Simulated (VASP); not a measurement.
# BeTe (F-43m) in VASP: single point with PBE

Aim: the single point of BeTe with PBE.

All numbers are computed with VASP 6.6.1; they aren't measurements. Logs are shortened: lines on timing, memory, paths and dates and some standing lists are left out, and cuts for length are marked.

## 1. The cell of the first run

The structure is cubic, space group F-43m (No. 216). Conventional cell: a = 5.561 Å, b = 5.561 Å, c = 5.561 Å, α = 90.00°, β = 90.00°, γ = 90.00°. Within 3.2 Å of Be (site symmetry -43m) lie 4 Te at 2.41 Å. Te (site symmetry -43m) has 4 Be at 2.41 Å within 3.2 Å.

## 2. Single point, PBE (volume changed by -5%)

File INCAR:

```
SYSTEM = BeTe
PREC = Accurate ; ENCUT = 600
EDIFF = 1E-6 ; ISMEAR = 0
SIGMA = 0.01 ; LREAL = .False.
LASPH = .True. ; NELM = 120
ALGO = Normal ; ISIF = 2
LWAVE = .False. ; LCHARG = .False.
GGA = PE ; NBANDS = 11
GGA_COMPAT = .False.
```

File KPOINTS:

```
regular mesh
0
Gamma
  6 6 6
  0 0 0
```

File POSCAR:

```
BeTe
1.0
    0.0000000000      2.7806708601      2.7806708601
    2.7806708601      0.0000000000      2.7806708601
    2.7806708601      2.7806708601      0.0000000000
Be Te
1 1
Direct
    0.0000000000      0.0000000000      0.0000000000
    0.2500000000      0.2500000000      0.2500000000
```

Potentials or basis: VASP PAW PBE potentials, release 64 (Be, Te).

On the command line:

```console
cat potpaw_PBE.64/Be/POTCAR potpaw_PBE.64/Te/POTCAR > POTCAR
mpirun -np 1 vasp_std > vasp.out
```

OUTCAR:

```text
SYSTEM = BeTe
   PREC = Accurate
   ENCUT = 600
   EDIFF = 1E-6
   ISMEAR = 0
   LREAL = .False.
   LASPH = .True.
   NELM = 120
   ISIF = 2
   GGA = PE

 ion  position               nearest neighbor table
   1  0.000  0.000  0.000-   2 2.41   2 2.41   2 2.41   2 2.41
   2  0.250  0.250  0.250-   1 2.41   1 2.41   1 2.41   1 2.41

  LATTYP: Found a face centered cubic cell.
 ALAT       =     5.5613417202

  Lattice vectors:

 A1 = (   0.0000000000,   2.7806708601,   2.7806708601)
 A2 = (   2.7806708601,   0.0000000000,   2.7806708601)
 A3 = (   2.7806708601,   2.7806708601,   0.0000000000)

Analysis of symmetry for initial positions (statically):
[... 5 lines left out ...]
 face centered cubic supercell.

 Subroutine GETGRP returns: Found 24 space group operations
 (whereof 24 operations were pure point group operations)
 out of a pool of 48 trial point group operations.

The static configuration has the point symmetry T_d .

Analysis of symmetry for dynamics (positions and initial velocities):
[... 5 lines left out ...]
 face centered cubic supercell.

 Subroutine GETGRP returns: Found 24 space group operations
 (whereof 24 operations were pure point group operations)
 out of a pool of 48 trial point group operations.

The dynamic configuration has the point symmetry T_d .

 Subroutine INISYM returns: Found 24 space group operations
 (whereof 24 operations are pure point group operations),
 and found     1 'primitive' translations

----------------------------------------------------------------------------------------

                                     Primitive cell

  volume of cell :      43.0010

  direct lattice vectors                    reciprocal lattice vectors
     0.000000000  2.780670860  2.780670860    -0.179812723  0.179812723  0.179812723
     2.780670860  0.000000000  2.780670860     0.179812723 -0.179812723  0.179812723
     2.780670860  2.780670860  0.000000000     0.179812723  0.179812723 -0.179812723

  length of vectors
     3.932462443  3.932462443  3.932462443     0.311444773  0.311444773  0.311444773

  position of ions in fractional coordinates (direct lattice)
     0.000000000  0.000000000  0.000000000
     0.250000000  0.250000000  0.250000000

  ion indices of the primitive-cell ions
   primitive index   ion index
                 1           1
                 2           2

----------------------------------------------------------------------------------------

 KPOINTS: regular mesh

Automatic generation of k-mesh.
 Grid dimensions read from file:
 generate k-points for:    6    6    6

 Generating k-lattice:

  Cartesian coordinates                     Fractional coordinates (reciprocal lattice)
    -0.029968787  0.029968787  0.029968787     0.166666667  0.000000000  0.000000000
     0.029968787 -0.029968787  0.029968787     0.000000000  0.166666667  0.000000000
     0.029968787  0.029968787 -0.029968787     0.000000000  0.000000000  0.166666667

  Length of vectors
     0.051907462  0.051907462  0.051907462

  Shift w.r.t. Gamma in fractional coordinates (k-lattice)
     0.000000000  0.000000000  0.000000000

 Subroutine IBZKPT returns following result:
 ===========================================

 Found     16 irreducible k-points:

 Following reciprocal coordinates:
            Coordinates               Weight
  0.000000  0.000000  0.000000      1.000000
  0.166667  0.000000  0.000000      8.000000
  0.333333  0.000000  0.000000      8.000000
  0.500000  0.000000  0.000000      4.000000
  0.166667  0.166667  0.000000      6.000000
  0.333333  0.166667  0.000000     24.000000
[... 8 lines left out ...]
 -0.333333  0.333333  0.166667     24.000000
 -0.333333  0.500000  0.166667     12.000000
   k-points           NKPTS =     16   k-points in BZ     NKDIM =     16   number of bands    NBANDS=     11
   number of dos      NEDOS =    301   number of ions     NIONS =      2
   total plane-waves  NPLWV =  32768
   dimension x,y,z NGX =    32 NGY =   32 NGZ =   32
   dimension x,y,z NGXF=    64 NGYF=   64 NGZF=   64
   ions per type =               1   1
   NGX,Y,Z   is equivalent  to a cutoff of  13.53, 13.53, 13.53 a.u.
   NGXF,Y,Z  is equivalent  to a cutoff of  27.06, 27.06, 27.06 a.u.
 SYSTEM =  BeTe
   PREC   = accura    normal or accurate (medium, high low for compatibility)
   ISTART =      0    job   : 0-new  1-cont  2-samecut
   ICHARG =      2    charge: 1-file 2-atom 10-const
   ISPIN  =      1    spin polarized calculation?
   LNONCOLLINEAR =      F non collinear calculations
   LSORBIT =      F    spin-orbit coupling
   LASPH  =      T    aspherical Exc in radial PAW
   ENCUT  =  600.0 eV  44.10 Ry    6.64 a.u.   7.85  7.85  7.85*2*pi/ulx,y,z
   NELM   =    120;   NELMIN=  2; NELMDL= -5     # of ELM steps
   EDIFF  = 0.1E-05   stopping-criterion for ELM
   LREAL  =      F    real-space projection
   EDIFFG = 0.1E-04   stopping-criterion for IOM
   NSW    =      0    number of steps for IOM
   IBRION =     -1    ionic relax: 0-MD 1-quasi-New 2-CG
   NFREE  =      0    steps in history (QN), initial steepest desc. (CG)
   ISIF   =      2    stress and relaxation
   ISYM   =      2    0-nonsym 1-usesym 2-fastsym
   POTIM  = 0.5000    time-step for ionic-motion
   TEBEG  =    0.0;   TEEND  =   0.0 temperature during run
   PSTRESS=    0.0 pullay stress
   NELECT =       8.0000    total number of electrons
   NUPDOWN=      -1.0000    fix difference up-down
   EMIN   =  10.00;   EMAX   =-10.00  energy-range for DOS
   EFERMI =   0.00;   METHOD = LEGACY
   ISMEAR =     0;   SIGMA  =   0.01  broadening in eV -4-tet -1-fermi 0-gaus
   EFERMI_NEDOS =   21; number of points for ismear=-14 and -15
   IALGO  =     38    algorithm
   IMIX   =      4    mixing-type and parameters
     AMIX     =   0.40;   BMIX     =  1.00
     AMIX_MAG =   1.60;   BMIX_MAG =  1.00
  volume/ion in A,a.u.               =      21.50       145.09
  Fermi-wavevector in a.u.,A,eV,Ry     =   0.934570  1.766082 11.883619  0.873421
  Thomas-Fermi vector in A             =   2.061389
   LORBIT       =      0    0 simple, 1 ext, 2 COOP (PROOUT), +10 PAW based schemes
   GGA     = PE    functional components
   LHFCALC =     F    Hartree Fock is set to
   AEXX    =    0.0000 exact exchange contribution
   IVDW    =     0    specifies the selected vdW correction
   LEPSILON=     F    determine dielectric tensor
   LRPA    =     F    only Hartree local field effects (RPA)
 non-spin polarized calculation
 Gauss-broadening in eV      SIGMA  =   0.01
  energy-cutoff  :      600.00
  volume of cell :       43.00
 maximum number of plane-waves:      1459
   NGX = 15   NGY = 15   NGZ = 15

 number of electron       8.0000000 magnetization

 Free energy of the ion-electron system (eV)
  ---------------------------------------------------
  ext. energy  EPLUGINS =         0.00000000
  ---------------------------------------------------
  free energy    TOTEN  =        -7.59100164 eV

  energy without entropy =       -7.59100164  energy(sigma->0) =       -7.59100164

 E-fermi :   5.6421     XC(G=0):  -9.2084

 val. band max:        5.5316215229   @ k =   0.0000   0.0000   0.0000
 cond. band min:       7.4082197889   @ k =   0.5000   0.5000   0.0000
 fundamental gap:      1.8765982661
 Fermi energy:         5.6420583296

 k-point     1 :       0.0000    0.0000    0.0000
  band No.  band energies     occupation
      1      -7.0222      2.00000
      2       5.5316      2.00000
      3       5.5316      2.00000
      4       5.5316      2.00000
      5       9.1058      0.00000
      6       9.1058      0.00000
      7       9.1058      0.00000
      8       9.6349      0.00000
      9      13.9018      0.00000
     10      15.8538      0.00000
     11      15.8538      0.00000

 k-point     2 :       0.1667    0.0000    0.0000
  band No.  band energies     occupation
      1      -6.7485      2.00000
      2       3.4618      2.00000
      3       5.1261      2.00000
      4       5.1261      2.00000
      5       9.0698      0.00000
      6       9.6769      0.00000
      7       9.6769      0.00000
      8      11.5431      0.00000
      9      14.5183      0.00000
     10      14.6386      0.00000
     11      14.6386      0.00000

 k-point     3 :       0.3333    0.0000    0.0000
  band No.  band energies     occupation
      1      -6.0574      2.00000
      2       0.8910      2.00000
      3       4.5556      2.00000
      4       4.5556      2.00000
      5       8.8121      0.00000
      6      10.1403      0.00000
      7      10.1403      0.00000
      8      13.3659      0.00000
      9      15.0588      0.00000
     10      15.1951      0.00000
     11      15.1951      0.00000

 k-point     4 :       0.5000    0.0000    0.0000
  band No.  band energies     occupation
      1      -5.5796      2.00000
      2      -0.2576      2.00000
      3       4.3331      2.00000
      4       4.3331      2.00000
      5       8.7095      0.00000
      6      10.1012      0.00000
      7      10.1012      0.00000
      8      13.3329      0.00000
      9      16.6418      0.00000
     10      17.1773      0.00000
     11      17.1773      0.00000
[... 127 lines left out ...]
 k-point    14 :       0.5000    0.3333    0.1667
  band No.  band energies     occupation
      1      -5.5311      2.00000
      2       0.9728      2.00000
      3       2.3173      2.00000
      4       3.4303      2.00000
      5       9.4746      0.00000
      6      10.4750      0.00000
      7      10.8691      0.00000
      8      13.3939      0.00000
      9      15.6971      0.00000
     10      16.1846      0.00000
     11      18.4658      0.00000

 k-point    15 :      -0.3333    0.3333    0.1667
  band No.  band energies     occupation
      1      -5.1734      2.00000
      2       0.4813      2.00000
      3       1.8726      2.00000
      4       2.9830      2.00000
      5       9.9876      0.00000
      6      10.2997      0.00000
      7      12.4951      0.00000
      8      12.8910      0.00000
      9      14.3399      0.00000
     10      17.5938      0.00000
     11      18.4064      0.00000

 k-point    16 :      -0.3333    0.5000    0.1667
  band No.  band energies     occupation
      1      -5.0198      2.00000
      2       0.5616      2.00000
      3       1.9638      2.00000
      4       2.2683      2.00000
      5       9.2240      0.00000
      6       9.7912      0.00000
      7      12.9953      0.00000
      8      13.2783      0.00000
      9      16.6438      0.00000
     10      17.6053      0.00000
     11      18.5498      0.00000

------------------------ aborting loop because EDIFF is reached ----------------------------------------

  FORCE on cell =-STRESS in cart. coord.  units (eV):
  Direction    XX          YY          ZZ          XY          YZ          ZX
  --------------------------------------------------------------------------------------
  -------------------------------------------------------------------------------------
  Total        0.9842019      0.9842019      0.9842019      0.0000000      0.0000000     -0.0000000
  in kB       36.6704305     36.6704305     36.6704305      0.0000000      0.0000000     -0.0000000
  external PRESSURE =      36.6704305 kB  Pullay stress =       0.0000000 kB

 VOLUME and BASIS-vectors are now :
 -----------------------------------------------------------------------------
  energy-cutoff  :      600.00
  volume of cell :       43.00
      direct lattice vectors                 reciprocal lattice vectors
     0.000000000  2.780670860  2.780670860    -0.179812723  0.179812723  0.179812723
     2.780670860  0.000000000  2.780670860     0.179812723 -0.179812723  0.179812723
     2.780670860  2.780670860  0.000000000     0.179812723  0.179812723 -0.179812723

 POSITION                                       TOTAL-FORCE (eV/Angst)
 -----------------------------------------------------------------------------------
      0.00000      0.00000      0.00000         0.000000      0.000000      0.000000
      1.39034      1.39034      1.39034        -0.000000     -0.000000     -0.000000
 -----------------------------------------------------------------------------------
    total drift:                                0.000000      0.000000      0.000000

  FREE ENERGIE OF THE ION-ELECTRON SYSTEM (eV)
  ---------------------------------------------------
  free  energy   TOTEN  =        -7.5910016363 eV

  energy  without entropy=       -7.5910016363  energy(sigma->0) =       -7.59100164
```

Run time: 4.8 s. Hardware: 1 thread of Intel Xeon 6975P-C (Granite Rapids), shared host; peak memory 0.17 GiB.

What came out:

```
Free energy            : -7.5910 eV
Pressure               : 3.7 GPa
Band gap on the k mesh : 1.88 eV, indirect (least direct gap 3.57 eV)
```

Caveat: spin-orbit coupling is left out, which moves the levels of the heavy elements. A k mesh can miss the band edges.
